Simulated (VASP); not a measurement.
# P2Se2O (P4mm) in VASP: a series of runs

P2Se2O is run at these levels: PBE+D3(BJ); tasks: single point.

Everything below comes from runs of VASP 6.6.1. Logs are shortened: lines on timing, memory, paths and dates and some standing lists are left out, and cuts for length are marked.

## Step 1: The cell of the first run

Symmetry: P4mm, No. 99, tetragonal system. The conventional cell has a = 3.685 Å, b = 3.685 Å, c = 6.958 Å, α = 90.00°, β = 90.00°, γ = 90.00°. Within 2.9 Å of P (site symmetry 4mm) lie 1 Se at 2.18 Å and 1 P at 2.28 Å and 4 O at 2.63 Å. P (site symmetry 4mm) has 1 P at 2.28 Å and 5 Se at 2.50 to 2.61 Å within 3.0 Å. Within 2.4 Å of Se (site symmetry 4mm) lie 1 O at 1.80 Å. Within 2.9 Å of Se (site symmetry 4mm) lie 2 P at 2.18 to 2.50 Å. Within 2.4 Å of O (site symmetry 4mm) lie 1 Se at 1.80 Å.

## Step 2: Single point, PBE+D3(BJ)

INCAR reads:

```
SYSTEM = P2Se2O
PREC = Accurate
ENCUT = 520
EDIFF = 1E-6
ISMEAR = 0
SIGMA = 0.1
LREAL = .FALSE.
LASPH = .TRUE.
NELM = 60
ALGO = Normal
ISIF = 2
LWAVE = .FALSE.
LCHARG = .FALSE.
GGA = PE
IVDW = 12
NBANDS = 22
```

KPOINTS reads:

```
Automatic mesh
0
G
  6 6 4
  0 0 0
```

POSCAR reads:

```
P2Se2O
1.0
    3.6845247856      0.0000000000      0.0000000000
    0.0000000000      3.6845247856      0.0000000000
    0.0000000000      0.0000000000      6.9577812762
P Se O
2 2 1
Direct
    0.5000000000      0.5000000000      0.0017800123
    0.5000000000      0.5000000000      0.3290704177
    0.0000000000      0.0000000000      0.3150185862
    0.5000000000      0.5000000000      0.6889568033
    0.0000000000      0.0000000000      0.0560378104
```

Potentials or basis: VASP PAW PBE potentials, release 64 (P, Se, O).

Started as:

```bash
cat potpaw_PBE.64/P/POTCAR potpaw_PBE.64/Se/POTCAR potpaw_PBE.64/O/POTCAR > POTCAR
mpirun -np 1 vasp_std > vasp.out
```

OUTCAR:

```text
SYSTEM = P2Se2O
   PREC = Accurate
   ENCUT = 520
   EDIFF = 1E-6
   ISMEAR = 0
   LREAL = .FALSE.
   LASPH = .TRUE.
   NELM = 60
   ISIF = 2
   GGA = PE
   IVDW = 12
 IVDW          = 12

 ion  position               nearest neighbor table
   1  0.500  0.500  0.002-   4 2.18   2 2.28
   2  0.500  0.500  0.329-   1 2.28   4 2.50   3 2.61   3 2.61   3 2.61   3 2.61
   3  0.000  0.000  0.315-   5 1.80   2 2.61   2 2.61   2 2.61   2 2.61
   4  0.500  0.500  0.689-   1 2.18   2 2.50
   5  0.000  0.000  0.056-   3 1.80

  LATTYP: Found a simple tetragonal cell.
 ALAT       =     3.6845247856
 C/A-ratio  =     1.8883795553

  Lattice vectors:

 A1 = (   3.6845247856,   0.0000000000,   0.0000000000)
 A2 = (   0.0000000000,   3.6845247856,   0.0000000000)
 A3 = (   0.0000000000,   0.0000000000,   6.9577812762)

Analysis of symmetry for initial positions (statically):
=====================================================================
 Subroutine PRICEL returns:
 Original cell was already a primitive cell.

 Routine SETGRP: Setting up the symmetry group for a
 simple tetragonal supercell.

 Subroutine GETGRP returns: Found  8 space group operations
 (whereof  8 operations were pure point group operations)
 out of a pool of 16 trial point group operations.

The static configuration has the point symmetry C_4v.

Analysis of symmetry for dynamics (positions and initial velocities):
=====================================================================
 Subroutine PRICEL returns:
 Original cell was already a primitive cell.

 Routine SETGRP: Setting up the symmetry group for a
 simple tetragonal supercell.

 Subroutine GETGRP returns: Found  8 space group operations
 (whereof  8 operations were pure point group operations)
 out of a pool of 16 trial point group operations.

The dynamic configuration has the point symmetry C_4v.

 Subroutine INISYM returns: Found  8 space group operations
 (whereof  8 operations are pure point group operations),
 and found     1 'primitive' translations

----------------------------------------------------------------------------------------

                                     Primitive cell

  volume of cell :      94.4569

  direct lattice vectors                    reciprocal lattice vectors
     3.684524786  0.000000000  0.000000000     0.271405421  0.000000000  0.000000000
     0.000000000  3.684524786  0.000000000     0.000000000  0.271405421  0.000000000
     0.000000000  0.000000000  6.957781276     0.000000000  0.000000000  0.143723978

  length of vectors
     3.684524786  3.684524786  6.957781276     0.271405421  0.271405421  0.143723978

  position of ions in fractional coordinates (direct lattice)
     0.500000000  0.500000000  0.001780012
     0.500000000  0.500000000  0.329070418
     0.000000000  0.000000000  0.315018586
     0.500000000  0.500000000  0.688956803
     0.000000000  0.000000000  0.056037810

  ion indices of the primitive-cell ions
   primitive index   ion index
                 1           1
                 2           2
                 3           3
                 4           4
                 5           5

----------------------------------------------------------------------------------------

 KPOINTS: Automatic mesh

Automatic generation of k-mesh.
 Grid dimensions read from file:
 generate k-points for:    6    6    4

 Generating k-lattice:

  Cartesian coordinates                     Fractional coordinates (reciprocal lattice)
     0.045234237  0.000000000  0.000000000     0.166666667  0.000000000  0.000000000
     0.000000000  0.045234237  0.000000000     0.000000000  0.166666667  0.000000000
     0.000000000  0.000000000  0.035930994     0.000000000  0.000000000  0.250000000

  Length of vectors
     0.045234237  0.045234237  0.035930994

  Shift w.r.t. Gamma in fractional coordinates (k-lattice)
     0.000000000  0.000000000  0.000000000

 Subroutine IBZKPT returns following result:
 ===========================================

 Found     30 irreducible k-points:

 Following reciprocal coordinates:
            Coordinates               Weight
  0.000000  0.000000  0.000000      1.000000
  0.166667  0.000000  0.000000      4.000000
  0.333333  0.000000  0.000000      4.000000
  0.500000  0.000000  0.000000      2.000000
  0.166667  0.166667  0.000000      4.000000
  0.333333  0.166667  0.000000      8.000000
[... 16 lines left out ...]
  0.333333  0.000000  0.500000      4.000000
  0.500000  0.000000  0.500000      2.000000
 [... further k-points ...]
   k-points           NKPTS =     30   k-points in BZ     NKDIM =     30   number of bands    NBANDS=     22
   number of dos      NEDOS =    301   number of ions     NIONS =      5
   total plane-waves  NPLWV =  42336
   dimension x,y,z NGX =    28 NGY =   28 NGZ =   54
   dimension x,y,z NGXF=    56 NGYF=   56 NGZF=  108
   ions per type =               2   2   1
   NGX,Y,Z   is equivalent  to a cutoff of  12.63, 12.63, 12.90 a.u.
   NGXF,Y,Z  is equivalent  to a cutoff of  25.27, 25.27, 25.81 a.u.
 SYSTEM =  P2Se2O
   PREC   = accura    normal or accurate (medium, high low for compatibility)
   ISTART =      0    job   : 0-new  1-cont  2-samecut
   ICHARG =      2    charge: 1-file 2-atom 10-const
   ISPIN  =      1    spin polarized calculation?
   LNONCOLLINEAR =      F non collinear calculations
   LSORBIT =      F    spin-orbit coupling
   LASPH  =      T    aspherical Exc in radial PAW
   ENCUT  =  520.0 eV  38.22 Ry    6.18 a.u.   6.85  6.85 12.94*2*pi/ulx,y,z
   NELM   =     60;   NELMIN=  2; NELMDL= -5     # of ELM steps
   EDIFF  = 0.1E-05   stopping-criterion for ELM
   LREAL  =      F    real-space projection
   EDIFFG = 0.1E-04   stopping-criterion for IOM
   NSW    =      0    number of steps for IOM
   IBRION =     -1    ionic relax: 0-MD 1-quasi-New 2-CG
   NFREE  =      0    steps in history (QN), initial steepest desc. (CG)
   ISIF   =      2    stress and relaxation
   ISYM   =      2    0-nonsym 1-usesym 2-fastsym
   POTIM  = 0.5000    time-step for ionic-motion
   TEBEG  =    0.0;   TEEND  =   0.0 temperature during run
   PSTRESS=    0.0 pullay stress
   NELECT =      28.0000    total number of electrons
   NUPDOWN=      -1.0000    fix difference up-down
   EMIN   =  10.00;   EMAX   =-10.00  energy-range for DOS
   EFERMI =   0.00;   METHOD = LEGACY
   ISMEAR =     0;   SIGMA  =   0.10  broadening in eV -4-tet -1-fermi 0-gaus
   EFERMI_NEDOS =   21; number of points for ismear=-14 and -15
   IALGO  =     38    algorithm
   IMIX   =      4    mixing-type and parameters
     AMIX     =   0.40;   BMIX     =  1.00
     AMIX_MAG =   1.60;   BMIX_MAG =  1.00
  volume/ion in A,a.u.               =      18.89       127.49
  Fermi-wavevector in a.u.,A,eV,Ry     =   1.091565  2.062759 16.211534  1.191514
  Thomas-Fermi vector in A             =   2.227813
   LORBIT       =      0    0 simple, 1 ext, 2 COOP (PROOUT), +10 PAW based schemes
   GGA     = PE    functional components
   LHFCALC =     F    Hartree Fock is set to
   AEXX    =    0.0000 exact exchange contribution
   IVDW    =    12    specifies the selected vdW correction
   LEPSILON=     F    determine dielectric tensor
   LRPA    =     F    only Hartree local field effects (RPA)
 non-spin polarized calculation
 Gauss-broadening in eV      SIGMA  =   0.10
  energy-cutoff  :      520.00
  volume of cell :       94.46
 maximum number of plane-waves:      2576
 NGX is ok and might be reduce to    28
   NGX = 13   NGY = 13   NGZ = 25

 number of electron      27.9999998 magnetization

 Free energy of the ion-electron system (eV)
  ---------------------------------------------------
  ext. energy  EPLUGINS =         0.00000000
  ---------------------------------------------------
  free energy    TOTEN  =       -21.12039596 eV

  energy without entropy =      -21.11214857  energy(sigma->0) =      -21.11627226

 E-fermi :   4.6825     XC(G=0):  -9.7508

 val. band max:        4.6565023766   @ k =   0.1667   0.1667   0.0000
 cond. band min:       4.6919015576   @ k =   0.3333   0.3333   0.2500
 fundamental gap:      0.0353991811
 Fermi energy:         4.6825353939

 k-point     1 :       0.0000    0.0000    0.0000
  band No.  band energies     occupation
      1     -15.2913      2.00000
      2     -10.2207      2.00000
      3      -9.0994      2.00000
      4      -5.8582      2.00000
      5      -3.7637      2.00000
      6      -1.0194      2.00000
[... 14 lines left out ...]
     21      10.4604      0.00000
     22      11.5066      0.00000

 k-point     2 :       0.1667    0.0000    0.0000
  band No.  band energies     occupation
      1     -15.2337      2.00000
      2     -10.0614      2.00000
      3      -9.0302      2.00000
      4      -6.0507      2.00000
      5      -4.3318      2.00000
      6      -1.2265      2.00000
[... 14 lines left out ...]
     21      11.0153      0.00000
     22      12.3201      0.00000

 k-point     3 :       0.3333    0.0000    0.0000
  band No.  band energies     occupation
      1     -15.1137      2.00000
      2      -9.6590      2.00000
      3      -8.8718      2.00000
      4      -6.6531      2.00000
      5      -5.1148      2.00000
      6      -1.3108      2.00000
[... 14 lines left out ...]
     21      11.8758      0.00000
     22      13.0970      0.00000
[... 476 lines left out ...]
 k-point    23 :       0.3333    0.0000    0.5000
  band No.  band energies     occupation
      1     -15.1120      2.00000
      2      -9.5609      2.00000
      3      -8.8976      2.00000
      4      -7.3600      2.00000
      5      -3.1309      2.00000
      6      -2.0516      2.00000
[... 14 lines left out ...]
     21      10.9044      0.00000
     22      11.4318      0.00000

 k-point    24 :       0.5000    0.0000    0.5000
  band No.  band energies     occupation
      1     -15.0505      2.00000
      2      -9.0306      2.00000
      3      -8.7621      2.00000
      4      -8.1930      2.00000
      5      -3.3401      2.00000
      6      -1.6873      2.00000
[... 14 lines left out ...]
     21      11.3230      0.00000
     22      11.8210      0.00000

 [... further k-points ...]

------------------------ aborting loop because EDIFF is reached ----------------------------------------

 Edisp (eV)   -1.53543

 E8    (eV) :    -0.5909

  FORCE on cell =-STRESS in cart. coord.  units (eV):
  Direction    XX          YY          ZZ          XY          YZ          ZX
  --------------------------------------------------------------------------------------
  -------------------------------------------------------------------------------------
  Total      -0.03934    -0.03934     0.25748     0.00000     0.00000    -0.00000
  in kB      -0.66720    -0.66720     4.36744     0.00000     0.00000    -0.00000
  external pressure =        1.01 kB  Pullay stress =        0.00 kB

 VOLUME and BASIS-vectors are now :
 -----------------------------------------------------------------------------
  energy-cutoff  :      520.00
  volume of cell :       94.46
      direct lattice vectors                 reciprocal lattice vectors
     3.684524786  0.000000000  0.000000000     0.271405421  0.000000000  0.000000000
     0.000000000  3.684524786  0.000000000     0.000000000  0.271405421  0.000000000
     0.000000000  0.000000000  6.957781276     0.000000000  0.000000000  0.143723978

 POSITION                                       TOTAL-FORCE (eV/Angst)
 -----------------------------------------------------------------------------------
      1.84226      1.84226      0.01238         0.000000      0.000000      0.052041
      1.84226      1.84226      2.28960         0.000000     -0.000000     -0.020511
      0.00000      0.00000      2.19183         0.000000      0.000000      0.170158
      1.84226      1.84226      4.79361         0.000000     -0.000000     -0.033708
      0.00000      0.00000      0.38990        -0.000000      0.000000     -0.167981
 -----------------------------------------------------------------------------------
    total drift:                               -0.000000      0.000000     -0.000414

  FREE ENERGIE OF THE ION-ELECTRON SYSTEM (eV)
  ---------------------------------------------------
  free  energy   TOTEN  =       -22.6558254823 eV

  energy  without entropy=      -22.6475780949  energy(sigma->0) =      -22.65170179
```

Wall time 28 s (1 thread of AMD EPYC 9R45 (Zen 5), shared host); peak memory 0.2 GiB.

What came out:

```yaml
Free_energy: -22.6558 eV
Pressure: 0.1 GPa
Largest_force: 0.170 eV/Å
Band_gap_on_the_k_mesh: zero (band 14 reaches 6.34 eV, above the bottom of band 15 at 3.68 eV)
Dispersion_energy_per_atom: -0.307 eV
```

Forces on the atoms (eV/Å):
```
P    0.000  0.000  0.052
P    0.000  0.000 -0.021
Se   0.000  0.000  0.170
Se   0.000  0.000 -0.034
O    0.000  0.000 -0.168
```

Caveat: pairwise dispersion overbinds metals, which lowers pressure and volume.

## Step 3: Single point, PBE+D3(BJ)

INCAR reads:

```
PREC = Accurate
ENCUT = 520
EDIFF = 1E-6
ISMEAR = 0
SIGMA = 0.1
LREAL = F
LASPH = T
NELM = 60
ALGO = Normal
ISIF = 2
LWAVE = F
LCHARG = F
GGA = PE
IVDW = 12
NBANDS = 22
```

KPOINTS reads:

```
Automatic mesh
0
Gamma
  10 10 6
```

POSCAR reads:

```
P2Se2O
1.0
    3.6733751513      0.0000000000      0.0000000000
    0.0000000000      3.6733751513      0.0000000000
    0.0000000000      0.0000000000      6.9963378254
P Se O
2 2 1
Direct
    0.5000000000      0.5000000000      0.0018454487
    0.5000000000      0.5000000000      0.3265018382
    0.0000000000      0.0000000000      0.3144410040
    0.5000000000      0.5000000000      0.6911904963
    0.0000000000      0.0000000000      0.0568848426
```

Potentials or basis: VASP PAW PBE potentials, release 64 (P, Se, O).

Started as:

```bash
cat potpaw_PBE.64/P/POTCAR potpaw_PBE.64/Se/POTCAR potpaw_PBE.64/O/POTCAR > POTCAR
mpirun -np 1 vasp_std > vasp.out
```

Run time: 75 s. Hardware: 1 thread of AMD EPYC 9R45 (Zen 5), shared host; peak memory 0.27 GiB.

It converged, with:

```
Free energy                : -22.5629 eV
Pressure                   : 0.1 GPa
Largest force              : 0.155 eV/Å
Band gap on the k mesh     : zero (band 14 reaches 6.40 eV, above the bottom of band 15 at 3.97 eV)
Dispersion energy per atom : -0.307 eV
```

Forces in eV/Å, atoms in the order of the input:
```
P    0.000  0.000  0.032
P    0.000  0.000 -0.021
Se   0.000  0.000  0.153
Se   0.000  0.000 -0.009
O    0.000  0.000 -0.155
```

Stress tensor (GPa, compression positive):
```
-0.04  0.00  0.00
 0.00 -0.04  0.00
 0.00  0.00  0.39
```

Levels at points of the mesh, in eV from the Fermi level:
| k point | band 11 | band 12 | band 13 | band 14 | band 15 | band 16 | band 17 | band 18 |
| --- | --- | --- | --- | --- | --- | --- | --- | --- |
| (0.00, 0.00, 0.00) | -2.38 | -1.35 | -0.87 | -0.87 | 1.66 | 1.66 | 2.66 | 2.81 |
| (0.50, 0.00, 0.00) | -2.20 | -1.97 | -1.58 | -1.39 | -0.19 | -0.01 | 0.77 | 1.17 |
| (0.50, 0.50, 0.00) | -2.64 | -2.64 | -2.35 | -0.92 | 1.23 | 1.23 | 2.50 | 5.78 |
| (0.00, 0.00, 0.50) | -3.03 | -0.62 | -0.62 | 1.68 | 1.68 | 1.74 | 2.72 | 3.12 |
| (0.50, 0.00, 0.50) | -1.90 | -1.84 | -1.40 | -1.08 | -0.20 | 0.76 | 2.16 | 2.64 |
| (0.50, 0.50, 0.50) | -4.87 | -2.01 | -2.01 | 1.27 | 1.27 | 2.09 | 3.55 | 4.37 |

Caveat: pairwise dispersion overbinds metals, which lowers pressure and volume.

## Step 4: Single point, PBE+D3(BJ), collinear spin, ferromagnetic start

This run uses another cell than the first one, of 18.97 Å³/atom, 1.004 times its volume.

INCAR reads:

```
SYSTEM = P2Se2O
ALGO = Normal
EDIFF = 1E-6
ENCUT = 520
GGA = PE
ISIF = 2
ISMEAR = 0
ISPIN = 2
IVDW = 12
LASPH = .True.
LCHARG = .False.
LORBIT = 11
LREAL = .False.
LWAVE = .False.
MAGMOM = 0 0 0 0 1
NBANDS = 26
NELM = 150
PREC = Accurate
SIGMA = 0.1
```

KPOINTS reads:

```
k-points
0
Gamma
  4 4 4
  0 0 0
```

POSCAR reads:

```
P2Se2O
1.0
    3.6899066016      0.0000000000      0.0000000000
    0.0000000000      3.6899066016      0.0000000000
    0.0000000000      0.0000000000      6.9668426779
P Se O
2 2 1
Direct
    0.5000000000      0.5000000000      1.0007909113
    0.5000000000      0.5000000000      0.3279527429
    0.0000000000      0.0000000000      0.3158305215
    0.5000000000      0.5000000000      0.6890610193
    0.0000000000      0.0000000000      1.0572284349
```

Started as:

```bash
cat potpaw_PBE.64/P/POTCAR potpaw_PBE.64/Se/POTCAR potpaw_PBE.64/O/POTCAR > POTCAR
mpirun -np 1 vasp_std > vasp.out
```

It took 43 s on 1 thread of AMD EPYC 9R45 (Zen 5), shared host; peak memory 0.24 GiB.

It converged, with:

* Free energy: -22.5491 eV
* Pressure: 0.0 GPa
* Largest force: 0.165 eV/Å
* Band gap on the k mesh: zero (filled and empty bands overlap)
* Net moment: 0.00 μB per cell
* Valence electrons inside the program's atomic spheres: P 2.33, 2.39; Se 3.75, 3.79; O 4.87
* Dispersion energy per atom: -0.306 eV

Forces in eV/Å, atoms in the order of the input:
```
P    0.000  0.000  0.051
P    0.000  0.000 -0.026
Se   0.000  0.000  0.160
Se   0.000  0.000 -0.020
O    0.000  0.000 -0.165
```

Stress tensor (GPa, compression positive):
```
-0.17  0.00  0.00
 0.00 -0.17  0.00
 0.00  0.00  0.47
```

Levels at points of the mesh, in eV from the Fermi level:
Spin up:
```tsv
k point	band 11	band 12	band 13	band 14	band 15	band 16	band 17	band 18
(0.00, 0.00, 0.00)	-2.25	-1.25	-0.84	-0.84	1.72	1.72	2.78	2.91
(0.50, 0.00, 0.00)	-2.15	-1.86	-1.50	-1.25	-0.12	0.03	0.84	1.21
(0.50, 0.50, 0.00)	-2.57	-2.57	-2.18	-0.88	1.32	1.32	2.63	5.76
(0.00, 0.00, 0.50)	-2.90	-0.55	-0.55	1.73	1.73	1.89	2.84	3.29
(0.50, 0.00, 0.50)	-1.82	-1.77	-1.26	-1.06	-0.13	0.86	2.25	2.78
(0.50, 0.50, 0.50)	-4.72	-1.89	-1.89	1.34	1.34	2.20	3.75	4.50
```
Spin down:
| k point | band 10 | band 11 | band 12 | band 13 | band 14 | band 15 | band 16 | band 17 | band 18 | band 19 |
| --- | --- | --- | --- | --- | --- | --- | --- | --- | --- | --- |
| (0.00, 0.00, 0.00) | -2.66 | -2.25 | -1.25 | -0.84 | -0.84 | 1.72 | 1.72 | 2.78 | 2.91 | 4.18 |
| (0.50, 0.00, 0.00) | -2.96 | -2.15 | -1.86 | -1.49 | -1.25 | -0.12 | 0.03 | 0.84 | 1.21 | 3.09 |
| (0.50, 0.50, 0.00) | -4.30 | -2.57 | -2.57 | -2.18 | -0.88 | 1.32 | 1.32 | 2.63 | 5.76 | 5.76 |
| (0.00, 0.00, 0.50) | -2.90 | -2.90 | -0.55 | -0.55 | 1.73 | 1.73 | 1.89 | 2.84 | 3.29 | 4.55 |
| (0.50, 0.00, 0.50) | -3.46 | -1.82 | -1.77 | -1.26 | -1.06 | -0.13 | 0.86 | 2.25 | 2.78 | 3.45 |
| (0.50, 0.50, 0.50) | -4.72 | -4.72 | -1.89 | -1.89 | 1.34 | 1.34 | 2.20 | 3.75 | 4.50 | 4.50 |

Caveat: the k points lie up to 0.43 Å⁻¹ apart; pairwise dispersion overbinds metals, which lowers pressure and volume.

## Step 5: Overview

```tsv
spin	cell	k mesh	gap on the mesh (eV)	pressure (GPa)	largest force (eV/Å)
off	a = 3.685, b = 3.685, c = 6.958 Å, 5 atoms	6 × 6 × 4	none	0.1	0.17
off	a = 3.673, b = 3.673, c = 6.996 Å, 5 atoms	10 × 10 × 6	none	0.1	0.15
collinear, ferromagnetic start	a = 3.690, b = 3.690, c = 6.967 Å, 5 atoms	4 × 4 × 4	none	0.0	0.17
```

Alike in all rows: task single point; level PBE+D3(BJ); potentials or basis VASP PAW PBE potentials, release 64 (P, Se, O); cutoff (eV) 520; smearing gaussian 0.1 eV.

Caveats: some runs use coarse meshes; pairwise dispersion overbinds metals, which lowers pressure and volume.

Total energies depend on the potentials used, so only differences within one code and one set of settings carry meaning.
